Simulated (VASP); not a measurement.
# Mg3S2: single point with PBE

Crystal: Mg3S2.

```
CELL_PARAMETERS angstrom
3.65004 -0.00036 0.01203
-1.82473 3.16094 0.00045
-0.04984 -0.03117 17.31226
ATOMIC_POSITIONS crystal
Mg 0.58291 0.41626 0.17656
Mg 0.91647 0.08342 0.67657
Mg 0.25022 0.74979 0.82347
Mg 0.25071 0.75066 0.32347
Mg 0.91642 0.08293 0.99943
Mg 0.58350 0.41704 0.49944
S 0.24949 0.74947 0.08831
S 0.24989 0.75023 0.58830
S 0.91709 0.08382 0.41223
S 0.58331 0.41637 0.91223
```

```yaml
Program: VASP 6.6.1
Task: single point
Functional: PBE
Potentials_or_basis: VASP PAW PBE potentials, release 64 (Mg, S)
Cutoff: 520 eV
k_mesh: 10 × 10 × 2
Occupations: gaussian, width 0.1 eV
Spin: no spin polarisation
Dipole_correction: no
Further_INCAR_settings: ALGO = Normal; EDIFF = 1e-06; NBANDS = 29
```

```yaml
Pressure: -0.2 GPa
Largest_force: 0.006 eV/Å
Band_gap_on_the_k_mesh: zero (band 18 reaches 4.39 eV, above the bottom of band 19 at 4.35 eV)
```

Forces on the atoms (eV/Å):
```
Mg   0.000  0.000 -0.003
Mg   0.000  0.000 -0.003
Mg   0.000  0.000  0.006
Mg   0.000  0.000  0.005
Mg   0.000  0.000 -0.002
Mg   0.000  0.000 -0.002
S    0.001  0.000 -0.005
S    0.001  0.000 -0.004
S    0.000  0.000  0.004
S    0.000  0.000  0.004
```

Levels at points of the mesh, in eV from the Fermi level:
| k point | band 14 | band 15 | band 16 | band 17 | band 18 | band 19 | band 20 | band 21 | band 22 | band 23 |
| --- | --- | --- | --- | --- | --- | --- | --- | --- | --- | --- |
| (0.00, 0.00, 0.00) | -1.99 | -1.99 | -1.99 | -1.98 | -1.43 | 1.31 | 2.69 | 2.98 | 3.00 | 3.90 |
| (0.50, 0.00, 0.00) | -3.27 | -2.77 | -2.76 | -0.87 | -0.50 | -0.04 | 0.39 | 1.65 | 1.97 | 2.61 |
| (0.00, 0.50, 0.00) | -3.27 | -2.77 | -2.76 | -0.87 | -0.50 | -0.04 | 0.38 | 1.65 | 1.97 | 2.61 |
| (0.50, 0.50, 0.00) | -3.27 | -2.77 | -2.76 | -0.87 | -0.50 | -0.04 | 0.39 | 1.65 | 1.97 | 2.61 |
| (0.00, 0.00, 0.50) | -2.10 | -1.99 | -1.99 | -1.99 | -1.99 | 1.97 | 1.97 | 2.99 | 2.99 | 4.27 |
| (0.50, 0.00, 0.50) | -3.27 | -2.76 | -2.76 | -0.64 | -0.63 | 0.04 | 0.04 | 2.00 | 2.00 | 2.73 |
| (0.00, 0.50, 0.50) | -3.27 | -2.77 | -2.77 | -0.63 | -0.63 | 0.04 | 0.04 | 2.00 | 2.00 | 2.73 |
| (0.50, 0.50, 0.50) | -3.27 | -2.76 | -2.76 | -0.64 | -0.63 | 0.04 | 0.04 | 2.00 | 2.00 | 2.73 |

Run time: 7 min on 1 thread of Intel(R) Xeon(R) Platinum 8488C (Sapphire Rapids), with other jobs on the host, peak memory 0.63 GiB.
